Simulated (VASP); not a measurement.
# Ca3SbP (Pm-3m) in VASP: single point with LDA

Aim: the single point of Ca3SbP with LDA.

Everything below comes from runs of VASP 6.6.1. Logs are shortened: lines on timing, memory, paths and dates and some standing lists are left out, and cuts for length are marked.

## Step 1: The cell of the first run

It takes space group Pm-3m (No. 221, cubic). Conventional cell: a = 5.382 Å, b = 5.382 Å, c = 5.382 Å, α = 90.00°, β = 90.00°, γ = 90.00°. Ca (site symmetry 4/mmm) has 2 P at 2.69 Å within 3.5 Å. Sb (site symmetry m-3m) has 12 Ca at 3.81 Å and 8 P at 4.66 Å within 5.0 Å. P (site symmetry m-3m) has 6 Ca at 2.69 Å within 3.5 Å.

## Step 2: Single point, LDA

INCAR

```
SYSTEM = Ca3SbP
ALGO = Normal ; EDIFF = 1E-6
ENCUT = 520 ; ISIF = 2
ISMEAR = 0 ; LASPH = .TRUE.
LCHARG = .FALSE. ; LREAL = .FALSE.
LWAVE = .FALSE. ; NBANDS = 28
NELM = 80 ; PREC = Accurate
SIGMA = 0.1
```

KPOINTS

```
k-points
0
G
  4 4 4
  0 0 0
```

POSCAR

```
Ca3SbP
1.0
    5.3824437700      0.0000000000      0.0000000000
    0.0000000000      5.3824437700      0.0000000000
    0.0000000000      0.0000000000      5.3824437700
Ca Sb P
3 1 1
Direct
    0.0000000000      0.5000000000      0.5000000000
    0.5000000000      0.0000000000      0.5000000000
    0.5000000000      0.5000000000      0.0000000000
    0.0000000000      0.0000000000      0.0000000000
    0.5000000000      0.5000000000      0.5000000000
```

Potentials or basis: VASP PAW LDA potentials, release 64 (Ca_sv, Sb, P).

Run with:

```console
cat potpaw_LDA.64/Ca_sv/POTCAR potpaw_LDA.64/Sb/POTCAR potpaw_LDA.64/P/POTCAR > POTCAR
mpirun -np 1 vasp_std > vasp.out
```

OUTCAR:

```text
SYSTEM = Ca3SbP
   EDIFF = 1E-6
   ENCUT = 520
   ISIF = 2
   ISMEAR = 0
   LASPH = .TRUE.
   LREAL = .FALSE.
   NELM = 80
   PREC = Accurate

 ion  position               nearest neighbor table
   1  0.000  0.500  0.500-   5 2.69   5 2.69
   2  0.500  0.000  0.500-   5 2.69   5 2.69
   3  0.500  0.500  0.000-   5 2.69   5 2.69
   4  0.000  0.000  0.000-
   5  0.500  0.500  0.500-   1 2.69   2 2.69   3 2.69   3 2.69   2 2.69   1 2.69

  LATTYP: Found a simple cubic cell.
 ALAT       =     5.3824437700

  Lattice vectors:

 A1 = (   5.3824437700,   0.0000000000,   0.0000000000)
 A2 = (   0.0000000000,   5.3824437700,   0.0000000000)
 A3 = (   0.0000000000,   0.0000000000,   5.3824437700)

Analysis of symmetry for initial positions (statically):
=====================================================================
 Subroutine PRICEL returns:
 Original cell was already a primitive cell.

 Routine SETGRP: Setting up the symmetry group for a
 simple cubic supercell.

 Subroutine GETGRP returns: Found 48 space group operations
 (whereof 48 operations were pure point group operations)
 out of a pool of 48 trial point group operations.

The static configuration has the point symmetry O_h .

Analysis of symmetry for dynamics (positions and initial velocities):
=====================================================================
 Subroutine PRICEL returns:
 Original cell was already a primitive cell.

 Routine SETGRP: Setting up the symmetry group for a
 simple cubic supercell.

 Subroutine GETGRP returns: Found 48 space group operations
 (whereof 48 operations were pure point group operations)
 out of a pool of 48 trial point group operations.

The dynamic configuration has the point symmetry O_h .

 Subroutine INISYM returns: Found 48 space group operations
 (whereof 48 operations are pure point group operations),
 and found     1 'primitive' translations

----------------------------------------------------------------------------------------

                                     Primitive cell

  volume of cell :     155.9332

  direct lattice vectors                    reciprocal lattice vectors
     5.382443770  0.000000000  0.000000000     0.185789214  0.000000000  0.000000000
     0.000000000  5.382443770  0.000000000     0.000000000  0.185789214  0.000000000
     0.000000000  0.000000000  5.382443770     0.000000000  0.000000000  0.185789214

  length of vectors
     5.382443770  5.382443770  5.382443770     0.185789214  0.185789214  0.185789214
[... 73 lines left out ...]
   LREAL  =      F    real-space projection
   EDIFFG = 0.1E-04   stopping-criterion for IOM
   NSW    =      0    number of steps for IOM
   IBRION =     -1    ionic relax: 0-MD 1-quasi-New 2-CG
   NFREE  =      0    steps in history (QN), initial steepest desc. (CG)
   ISIF   =      2    stress and relaxation
   ISYM   =      2    0-nonsym 1-usesym 2-fastsym
   POTIM  = 0.5000    time-step for ionic-motion
   TEBEG  =    0.0;   TEEND  =   0.0 temperature during run
   PSTRESS=    0.0 pullay stress
   NELECT =      40.0000    total number of electrons
   NUPDOWN=      -1.0000    fix difference up-down
   EMIN   =  10.00;   EMAX   =-10.00  energy-range for DOS
   EFERMI =   0.00;   METHOD = LEGACY
   ISMEAR =     0;   SIGMA  =   0.10  broadening in eV -4-tet -1-fermi 0-gaus
   EFERMI_NEDOS =   21; number of points for ismear=-14 and -15
   IALGO  =     38    algorithm
   IMIX   =      4    mixing-type and parameters
     AMIX     =   0.40;   BMIX     =  1.00
     AMIX_MAG =   1.60;   BMIX_MAG =  1.00
  volume/ion in A,a.u.               =      31.19       210.46
  Fermi-wavevector in a.u.,A,eV,Ry     =   1.040196  1.965686 14.721619  1.082008
  Thomas-Fermi vector in A             =   2.174761
   LORBIT       =      0    0 simple, 1 ext, 2 COOP (PROOUT), +10 PAW based schemes
   GGA     = CA    functional components
   LHFCALC =     F    Hartree Fock is set to
   AEXX    =    0.0000 exact exchange contribution
   IVDW    =     0    specifies the selected vdW correction
   LEPSILON=     F    determine dielectric tensor
   LRPA    =     F    only Hartree local field effects (RPA)
 non-spin polarized calculation
 Gauss-broadening in eV      SIGMA  =   0.10
  energy-cutoff  :      520.00
  volume of cell :      155.93
 maximum number of plane-waves:      4224
   NGX = 21   NGY = 21   NGZ = 21

 number of electron      39.9999994 magnetization

 Free energy of the ion-electron system (eV)
  ---------------------------------------------------
  ext. energy  EPLUGINS =         0.00000000
  ---------------------------------------------------
  free energy    TOTEN  =       -22.50931677 eV

  energy without entropy =      -22.50931234  energy(sigma->0) =      -22.50931456

 E-fermi :   3.5101     XC(G=0):  -8.8342

 val. band max:        3.2443953299   @ k =   0.0000   0.0000   0.0000
 cond. band min:       3.7566533225   @ k =   0.0000   0.0000   0.0000
 fundamental gap:      0.5122579925
 Fermi energy:         3.5100642518

 k-point     1 :       0.0000    0.0000    0.0000
  band No.  band energies     occupation
      1     -37.4736      2.00000
      2     -37.4497      2.00000
      3     -37.4497      2.00000
      4     -18.8701      2.00000
      5     -18.8701      2.00000
      6     -18.8701      2.00000
[... 299 lines left out ...]
     27       5.9969      0.00000
     28       7.0647      0.00000

------------------------ aborting loop because EDIFF is reached ----------------------------------------

  FORCE on cell =-STRESS in cart. coord.  units (eV):
  Direction    XX          YY          ZZ          XY          YZ          ZX
  --------------------------------------------------------------------------------------
  -------------------------------------------------------------------------------------
  Total       -2.6302848     -2.6302848     -2.6302848      0.0000000      0.0000000     -0.0000000
  in kB      -27.0255691    -27.0255691    -27.0255691      0.0000000      0.0000000     -0.0000000
  external PRESSURE =     -27.0255691 kB  Pullay stress =       0.0000000 kB

 VOLUME and BASIS-vectors are now :
 -----------------------------------------------------------------------------
  energy-cutoff  :      520.00
  volume of cell :      155.93
      direct lattice vectors                 reciprocal lattice vectors
     5.382443770  0.000000000  0.000000000     0.185789214  0.000000000  0.000000000
     0.000000000  5.382443770  0.000000000     0.000000000  0.185789214  0.000000000
     0.000000000  0.000000000  5.382443770     0.000000000  0.000000000  0.185789214

 POSITION                                       TOTAL-FORCE (eV/Angst)
 -----------------------------------------------------------------------------------
      0.00000      2.69122      2.69122         0.000000      0.000000      0.000000
      2.69122      0.00000      2.69122         0.000000      0.000000      0.000000
      2.69122      2.69122      0.00000         0.000000      0.000000      0.000000
      0.00000      0.00000      0.00000         0.000000      0.000000      0.000000
      2.69122      2.69122      2.69122         0.000000      0.000000      0.000000
 -----------------------------------------------------------------------------------
    total drift:                               -0.000000     -0.000000     -0.000000

  FREE ENERGIE OF THE ION-ELECTRON SYSTEM (eV)
  ---------------------------------------------------
  free  energy   TOTEN  =       -22.5093167716 eV

  energy  without entropy=      -22.5093123406  energy(sigma->0) =      -22.50931456
```

stdout:

```text
POSCAR found type information on POSCAR CaSbP
 POSCAR found :  3 types and       5 ions
 scaLAPACK will be used
 LDA part: xc-table for (Slater(with rela. corr.)+CA(PZ))
 , standard interpolation
 POSCAR, INCAR and KPOINTS ok, starting setup
 FFT: planning ... GRIDC
 FFT: planning ... GRID_SOFT
 FFT: planning ... GRID
 WAVECAR not read
 entering main loop
```

Run time: 28 s. Hardware: 1 thread of Intel Xeon Platinum 8488C (Sapphire Rapids), shared host; peak memory 0.21 GiB.

What came out:

```yaml
Free_energy: -22.5093 eV
Pressure: -2.7 GPa
Band_gap_on_the_k_mesh: 0.51 eV
```

Caveat: spin-orbit coupling is left out, which moves the levels of the heavy elements. A k mesh can miss the band edges.
